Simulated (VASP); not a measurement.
# Br (I4/mmm) in VASP: further runs, part 2 of 2

VASP 6.6.1. The steps go on from the part before.

### 5 Single point, PBE+D3(BJ)

This run uses another cell than the first one, of 30.19 Å³/atom.

Input file INCAR:

```
SYSTEM = Br
ALGO = Normal ; EDIFF = 1E-7
ENCUT = 520 ; GGA = PE
ISIF = 2 ; ISMEAR = 0
IVDW = 12 ; LASPH = .TRUE.
LCHARG = .FALSE. ; LREAL = .FALSE.
LWAVE = .FALSE. ; NBANDS = 10
NELM = 100 ; PREC = Accurate
SIGMA = 0.15
```

Input file KPOINTS:

```
k-points
0
G
  22 22 22
  0 0 0
```

Input file POSCAR:

```
Br
1.0
   -1.4453917200      1.4453917200      3.6125524492
    1.4453917200     -1.4453917200      3.6125524492
    1.4453917200      1.4453917200     -3.6125524492
Br
1
Direct
    0.0000000000      0.0000000000      0.0000000000
```

Potentials or basis: VASP PAW PBE potentials, release 64 (Br).

Started as:

```console
> cat potpaw_PBE.64/Br/POTCAR > POTCAR
> mpirun -np 1 vasp_std > vasp.out
```

OUTCAR:

```text
SYSTEM = Br
   EDIFF = 1E-7
   ENCUT = 520
   GGA = PE
   ISIF = 2
   ISMEAR = 0
   IVDW = 12
   LASPH = .TRUE.
   LREAL = .FALSE.
   NELM = 100
   PREC = Accurate
 IVDW          = 12

 ion  position               nearest neighbor table
   1  0.000  0.000  0.000-

  LATTYP: Found a body centered tetragonal cell.
 ALAT       =     2.8907834400
 C/A-ratio  =     2.4993587546

  Lattice vectors:

 A1 = (  -1.4453917200,   1.4453917200,   3.6125524492)
 A2 = (   1.4453917200,  -1.4453917200,   3.6125524492)
 A3 = (   1.4453917200,   1.4453917200,  -3.6125524492)

Analysis of symmetry for initial positions (statically):
=====================================================================
 Subroutine PRICEL returns:
 Original cell was already a primitive cell.

 Routine SETGRP: Setting up the symmetry group for a
 body centered tetragonal supercell.

 Subroutine GETGRP returns: Found 16 space group operations
 (whereof 16 operations were pure point group operations)
 out of a pool of 16 trial point group operations.

The static configuration has the point symmetry D_4h.

Analysis of symmetry for dynamics (positions and initial velocities):
=====================================================================
 Subroutine PRICEL returns:
 Original cell was already a primitive cell.

 Routine SETGRP: Setting up the symmetry group for a
 body centered tetragonal supercell.

 Subroutine GETGRP returns: Found 16 space group operations
 (whereof 16 operations were pure point group operations)
 out of a pool of 16 trial point group operations.

The dynamic configuration has the point symmetry D_4h.

 Subroutine INISYM returns: Found 16 space group operations
 (whereof 16 operations are pure point group operations),
 and found     1 'primitive' translations

----------------------------------------------------------------------------------------

                                     Primitive cell

  volume of cell :      30.1888

  direct lattice vectors                    reciprocal lattice vectors
    -1.445391720  1.445391720  3.612552449     0.000000000  0.345926985  0.138406295
     1.445391720 -1.445391720  3.612552449     0.345926985  0.000000000  0.138406295
     1.445391720  1.445391720 -3.612552449     0.345926985  0.345926985  0.000000000

  length of vectors
     4.150764947  4.150764947  4.150764947     0.372587951  0.372587951  0.489214634

  position of ions in fractional coordinates (direct lattice)
     0.000000000  0.000000000  0.000000000

  ion indices of the primitive-cell ions
   primitive index   ion index
                 1           1

----------------------------------------------------------------------------------------

 KPOINTS: k-points

Automatic generation of k-mesh.
 Grid dimensions read from file:
 generate k-points for:   22   22   22

 Generating k-lattice:

  Cartesian coordinates                     Fractional coordinates (reciprocal lattice)
     0.000000000  0.015723954  0.006291195     0.045454545 -0.000000000  0.000000000
     0.015723954  0.000000000  0.006291195    -0.000000000  0.045454545  0.000000000
     0.015723954  0.015723954  0.000000000     0.000000000  0.000000000  0.045454545

  Length of vectors
     0.016935816  0.016935816  0.022237029

  Shift w.r.t. Gamma in fractional coordinates (k-lattice)
     0.000000000  0.000000000  0.000000000

 Subroutine IBZKPT returns following result:
 ===========================================

 Found    834 irreducible k-points:

 Following reciprocal coordinates:
            Coordinates               Weight
  0.000000  0.000000  0.000000      1.000000
  0.045455  0.000000  0.000000      8.000000
  0.090909  0.000000  0.000000      8.000000
  0.136364 -0.000000  0.000000      8.000000
  0.181818  0.000000 -0.000000      8.000000
  0.227273 -0.000000  0.000000      8.000000
[... 16 lines left out ...]
  0.500000  0.045455  0.000000     16.000000
 -0.454545  0.045455  0.000000     16.000000
 [... further k-points ...]
   k-points           NKPTS =    834   k-points in BZ     NKDIM =    834   number of bands    NBANDS=     10
   number of dos      NEDOS =    301   number of ions     NIONS =      1
   total plane-waves  NPLWV =  32768
   dimension x,y,z NGX =    32 NGY =   32 NGZ =   32
   dimension x,y,z NGXF=    64 NGYF=   64 NGZF=   64
   ions per type =               1
   NGX,Y,Z   is equivalent  to a cutoff of  12.82, 12.82, 12.82 a.u.
   NGXF,Y,Z  is equivalent  to a cutoff of  25.63, 25.63, 25.63 a.u.
 SYSTEM =  Br
   PREC   = accura    normal or accurate (medium, high low for compatibility)
   ISTART =      0    job   : 0-new  1-cont  2-samecut
   ICHARG =      2    charge: 1-file 2-atom 10-const
   ISPIN  =      1    spin polarized calculation?
   LNONCOLLINEAR =      F non collinear calculations
   LSORBIT =      F    spin-orbit coupling
   LASPH  =      T    aspherical Exc in radial PAW
   ENCUT  =  520.0 eV  38.22 Ry    6.18 a.u.   7.72  7.72  7.72*2*pi/ulx,y,z
   NELM   =    100;   NELMIN=  2; NELMDL= -5     # of ELM steps
   EDIFF  = 0.1E-06   stopping-criterion for ELM
   LREAL  =      F    real-space projection
   EDIFFG = 0.1E-05   stopping-criterion for IOM
   NSW    =      0    number of steps for IOM
   IBRION =     -1    ionic relax: 0-MD 1-quasi-New 2-CG
   NFREE  =      0    steps in history (QN), initial steepest desc. (CG)
   ISIF   =      2    stress and relaxation
   ISYM   =      2    0-nonsym 1-usesym 2-fastsym
   POTIM  = 0.5000    time-step for ionic-motion
   TEBEG  =    0.0;   TEEND  =   0.0 temperature during run
   PSTRESS=    0.0 pullay stress
   NELECT =       7.0000    total number of electrons
   NUPDOWN=      -1.0000    fix difference up-down
   EMIN   =  10.00;   EMAX   =-10.00  energy-range for DOS
   EFERMI =   0.00;   METHOD = LEGACY
   ISMEAR =     0;   SIGMA  =   0.15  broadening in eV -4-tet -1-fermi 0-gaus
   EFERMI_NEDOS =   21; number of points for ismear=-14 and -15
   IALGO  =     38    algorithm
   IMIX   =      4    mixing-type and parameters
     AMIX     =   0.40;   BMIX     =  1.00
     AMIX_MAG =   1.60;   BMIX_MAG =  1.00
  volume/ion in A,a.u.               =      30.19       203.72
  Fermi-wavevector in a.u.,A,eV,Ry     =   1.005756  1.900602 13.762894  1.011544
  Thomas-Fermi vector in A             =   2.138455
   LORBIT       =      0    0 simple, 1 ext, 2 COOP (PROOUT), +10 PAW based schemes
   GGA     = PE    functional components
   LHFCALC =     F    Hartree Fock is set to
   AEXX    =    0.0000 exact exchange contribution
   IVDW    =    12    specifies the selected vdW correction
   LEPSILON=     F    determine dielectric tensor
   LRPA    =     F    only Hartree local field effects (RPA)
 non-spin polarized calculation
 Gauss-broadening in eV      SIGMA  =   0.15
  energy-cutoff  :      520.00
  volume of cell :       30.19
 maximum number of plane-waves:       829
   NGX = 15   NGY = 15   NGZ = 15

 number of electron       6.9999999 magnetization

 Free energy of the ion-electron system (eV)
  ---------------------------------------------------
  ext. energy  EPLUGINS =         0.00000000
  ---------------------------------------------------
  free energy    TOTEN  =        -1.45038730 eV

  energy without entropy =       -1.44430858  energy(sigma->0) =       -1.44734794

 E-fermi :   1.0253     XC(G=0):  -8.4628

 val. band max:        1.0240460685   @ k =   0.5000   0.5000   0.4091
 cond. band min:       1.0257756840   @ k =  -0.2273  -0.3182   0.2273
 fundamental gap:      0.0017296154
 Fermi energy:         1.0252926134

 k-point     1 :       0.0000    0.0000    0.0000
  band No.  band energies     occupation
      1     -14.9575      2.00000
      2      -1.1066      2.00000
      3       1.8784      0.00000
      4       1.8784      0.00000
      5       6.5610      0.00000
      6      10.9210      0.00000
      7      11.2466      0.00000
      8      16.7586      0.00000
      9      16.7586      0.00000
     10      17.3824      0.00000
[... 287 lines left out ...]
 k-point    24 :      -0.4545    0.0455    0.0000
  band No.  band energies     occupation
      1     -13.4737      2.00000
      2      -4.3427      2.00000
      3      -0.7136      2.00000
      4       2.5014      0.00000
      5       7.6546      0.00000
      6      12.8192      0.00000
      7      13.1620      0.00000
      8      15.3060      0.00000
      9      16.6996      0.00000
     10      18.6457      0.00000

 [... further k-points ...]

------------------------ aborting loop because EDIFF is reached ----------------------------------------

 Edisp (eV)   -0.23861

 E8    (eV) :    -0.0944

  FORCE on cell =-STRESS in cart. coord.  units (eV):
  Direction    XX          YY          ZZ          XY          YZ          ZX
  --------------------------------------------------------------------------------------
  -------------------------------------------------------------------------------------
  Total      -0.43869    -0.43869    -0.04032     0.00000    -0.00000     0.00000
  in kB     -23.28238   -23.28238    -2.13990     0.00000    -0.00000     0.00000
  external pressure =      -16.23 kB  Pullay stress =        0.00 kB

 VOLUME and BASIS-vectors are now :
 -----------------------------------------------------------------------------
  energy-cutoff  :      520.00
  volume of cell :       30.19
      direct lattice vectors                 reciprocal lattice vectors
    -1.445391720  1.445391720  3.612552449     0.000000000  0.345926985  0.138406295
     1.445391720 -1.445391720  3.612552449     0.345926985  0.000000000  0.138406295
     1.445391720  1.445391720 -3.612552449     0.345926985  0.345926985  0.000000000

 POSITION                                       TOTAL-FORCE (eV/Angst)
 -----------------------------------------------------------------------------------
      0.00000      0.00000      0.00000         0.000000      0.000000     -0.000000
 -----------------------------------------------------------------------------------
    total drift:                                0.000000     -0.000000     -0.000000

  FREE ENERGIE OF THE ION-ELECTRON SYSTEM (eV)
  ---------------------------------------------------
  free  energy   TOTEN  =        -1.6890001289 eV

  energy  without entropy=       -1.6829214124  energy(sigma->0) =       -1.68596077
```

stdout:

```text
POSCAR found type information on POSCAR Br
 POSCAR found :  1 types and       1 ions
 scaLAPACK will be used
 LDA part: xc-table for (Slater+PW92), standard interpolation
 POSCAR, INCAR and KPOINTS ok, starting setup
 FFT: planning ... GRIDC
 FFT: planning ... GRID_SOFT
 FFT: planning ... GRID
 WAVECAR not read
 entering main loop
```

Wall time 78 s (1 thread of Intel Xeon 6975P-C (Granite Rapids), shared host); peak memory 0.37 GiB.

Results:

```yaml
Free_energy: -1.6890 eV
Pressure: -1.6 GPa
Band_gap_on_the_k_mesh: zero (an odd number of electrons rules out a gap without spin polarisation)
Dispersion_energy_per_atom: -0.239 eV
```

Caveat: an odd number of electrons without spin polarisation forces a metal; a magnetic or distorted state may lie lower.

### 6 Single point, PBE+D3(BJ)

This run uses another cell than the first one, of 31.69 Å³/atom.

Input file INCAR:

```
SYSTEM = Br
ALGO = Normal ; EDIFF = 1E-6
ENCUT = 520 ; GGA = PE
ISIF = 2 ; ISMEAR = 0
IVDW = 12 ; LASPH = .True.
LCHARG = .False. ; LREAL = .False.
LWAVE = .False. ; NBANDS = 10
NELM = 60 ; PREC = Accurate
SIGMA = 0.15
```

Input file KPOINTS:

```
k-points
0
Gamma
  22 22 22
  0 0 0
```

Input file POSCAR:

```
Br
1.0
   -1.4689911127      1.4689911127      3.6715357979
    1.4689911127     -1.4689911127      3.6715357979
    1.4689911127      1.4689911127     -3.6715357979
Br
1
Direct
    0.0000000000      0.0000000000      0.0000000000
```

Potentials or basis: VASP PAW PBE potentials, release 64 (Br).

Started as:

```console
> cat potpaw_PBE.64/Br/POTCAR > POTCAR
> mpirun -np 1 vasp_std > vasp.out
```

OUTCAR:

```text
SYSTEM = Br
   EDIFF = 1E-6
   ENCUT = 520
   GGA = PE
   ISIF = 2
   ISMEAR = 0
   IVDW = 12
   LASPH = .True.
   LREAL = .False.
   NELM = 60
   PREC = Accurate
 IVDW          = 12

 ion  position               nearest neighbor table
   1  0.000  0.000  0.000-

  LATTYP: Found a body centered tetragonal cell.
 ALAT       =     2.9379822254
 C/A-ratio  =     2.4993587546

  Lattice vectors:

 A1 = (  -1.4689911127,   1.4689911127,   3.6715357979)
 A2 = (   1.4689911127,  -1.4689911127,   3.6715357979)
 A3 = (   1.4689911127,   1.4689911127,  -3.6715357979)

[... 493 lines left out ...]
------------------------ aborting loop because EDIFF is reached ----------------------------------------

 Edisp (eV)   -0.22604

 E8    (eV) :    -0.0893

  FORCE on cell =-STRESS in cart. coord.  units (eV):
  Direction    XX          YY          ZZ          XY          YZ          ZX
  --------------------------------------------------------------------------------------
  -------------------------------------------------------------------------------------
  Total      -0.79897    -0.79897    -0.07547     0.00000    -0.00000     0.00000
  in kB     -40.39217   -40.39217    -3.81563     0.00000    -0.00000     0.00000
  external pressure =      -28.20 kB  Pullay stress =        0.00 kB

 VOLUME and BASIS-vectors are now :
 -----------------------------------------------------------------------------
  energy-cutoff  :      520.00
  volume of cell :       31.69
      direct lattice vectors                 reciprocal lattice vectors
    -1.468991113  1.468991113  3.671535798     0.000000000  0.340369656  0.136182793
     1.468991113 -1.468991113  3.671535798     0.340369656  0.000000000  0.136182793
     1.468991113  1.468991113 -3.671535798     0.340369656  0.340369656  0.000000000

 POSITION                                       TOTAL-FORCE (eV/Angst)
 -----------------------------------------------------------------------------------
      0.00000      0.00000      0.00000         0.000000     -0.000000      0.000000
 -----------------------------------------------------------------------------------
    total drift:                               -0.000000     -0.000000      0.000000

  FREE ENERGIE OF THE ION-ELECTRON SYSTEM (eV)
  ---------------------------------------------------
  free  energy   TOTEN  =        -1.6678858322 eV

  energy  without entropy=       -1.6613897985  energy(sigma->0) =       -1.66463782
```

Wall time 74 s (1 thread of Intel Xeon 6975P-C (Granite Rapids), shared host); peak memory 0.38 GiB.

Results:

| Property | Result |
| --- | --- |
| Free energy | -1.6679 eV |
| Pressure | -2.8 GPa |
| Band gap on the k mesh | zero (an odd number of electrons rules out a gap without spin polarisation) |
| Dispersion energy per atom | -0.226 eV |

Levels at points of the mesh, in eV from the Fermi level:
```
           k point  band 2  band 3  band 4  band 5  band 6  band 7
(0.00, 0.00, 0.00)   -1.96    0.79    0.79    5.63    9.99   10.15
(0.50, 0.00, 0.00)   -5.12   -1.61    1.54    6.72   11.79   12.54
(0.50, 0.50, 0.00)   -3.96   -3.71   -0.54    5.94    8.58   12.55
(0.50, 0.50, 0.50)   -3.83    0.65    0.65    9.12    9.48   11.34
```

Caveat: an odd number of electrons without spin polarisation forces a metal; a magnetic or distorted state may lie lower.

### 7 Single point, PBE+D3(BJ)

This run uses another cell than the first one, of 33.25 Å³/atom.

Input file INCAR:

```
  PREC = Accurate
  ENCUT = 520
  EDIFF = 1E-6
  ISMEAR = 0
  SIGMA = 0.15
  LREAL = F
  LASPH = T
  NELM = 60
  ALGO = Normal
  ISIF = 2
  LWAVE = F
  LCHARG = T
  GGA = PE
  IVDW = 12
  LELF = T
  LVHAR = T
  NBANDS = 10
```

Input file KPOINTS:

```
Automatic mesh
0
Gamma
  22 22 22
```

Input file POSCAR:

```
Br
1.0
   -1.4927326704      1.4927326704      3.7308744681
    1.4927326704     -1.4927326704      3.7308744681
    1.4927326704      1.4927326704     -3.7308744681
Br
1
Direct
    0.0000000000      0.0000000000      0.0000000000
```

Started as:

```console
> cat potpaw_PBE.64/Br/POTCAR > POTCAR
> mpirun -np 1 vasp_std > vasp.out
```

Wall time 80 s (1 thread of Intel Xeon 6975P-C (Granite Rapids), shared host); peak memory 0.39 GiB.

Results (log left out):

```yaml
Free_energy: -1.6359 eV
Pressure: -3.7 GPa
Band_gap_on_the_k_mesh: zero (an odd number of electrons rules out a gap without spin polarisation)
Dispersion_energy_per_atom: -0.214 eV
```

Stress tensor (GPa, compression positive):
```
-5.30  0.00  0.00
 0.00 -5.30  0.00
 0.00  0.00 -0.50
```

Levels at points of the mesh, in eV from the Fermi level:
| k point | band 1 | band 2 | band 3 | band 4 | band 5 | band 6 | band 7 | band 8 |
| --- | --- | --- | --- | --- | --- | --- | --- | --- |
| (0.00, 0.00, 0.00) | -15.36 | -1.79 | 0.73 | 0.73 | 5.70 | 10.07 | 10.10 | 15.52 |
| (0.50, 0.00, 0.00) | -14.14 | -4.77 | -1.46 | 1.41 | 6.91 | 11.69 | 12.39 | 14.40 |
| (0.50, 0.50, 0.00) | -13.06 | -3.69 | -3.46 | -0.48 | 6.19 | 8.73 | 12.55 | 13.81 |
| (0.50, 0.50, 0.50) | -15.19 | -3.50 | 0.61 | 0.61 | 9.03 | 9.59 | 11.11 | 16.45 |

Caveat: the cell stands under tension; an odd number of electrons without spin polarisation forces a metal; a magnetic or distorted state may lie lower.

### 8 Summary

```csv
cell,gap on the mesh (eV),pressure (GPa)
"a = 3.878 Å, angles 139.2, 139.2, 59.0°, 1 atom",none,8.3
"a = 3.947 Å, angles 139.2, 139.2, 59.0°, 1 atom",none,4.8
"a = 4.014 Å, angles 139.2, 139.2, 59.0°, 1 atom",none,2.1
"a = 4.151 Å, angles 139.2, 139.2, 59.0°, 1 atom",none,-1.6
"a = 4.219 Å, angles 139.2, 139.2, 59.0°, 1 atom",none,-2.8
"a = 4.287 Å, angles 139.2, 139.2, 59.0°, 1 atom",none,-3.7
```

Alike in all rows: task single point; level PBE+D3(BJ); potentials or basis VASP PAW PBE potentials, release 64 (Br); no spin polarisation; k mesh 22 × 22 × 22; cutoff (eV) 520; smearing gaussian 0.15 eV.

Caveats: an odd number of electrons without spin polarisation forces a metal; a magnetic or distorted state may lie lower; the stress differs along the axes, from 1 to 12 GPa (at least some runs); the stress differs along the axes, from 1 to 7 GPa (at least some runs); the cell stands under tension (at least some runs).

Absolute energies hang on the potentials; compare differences alone.
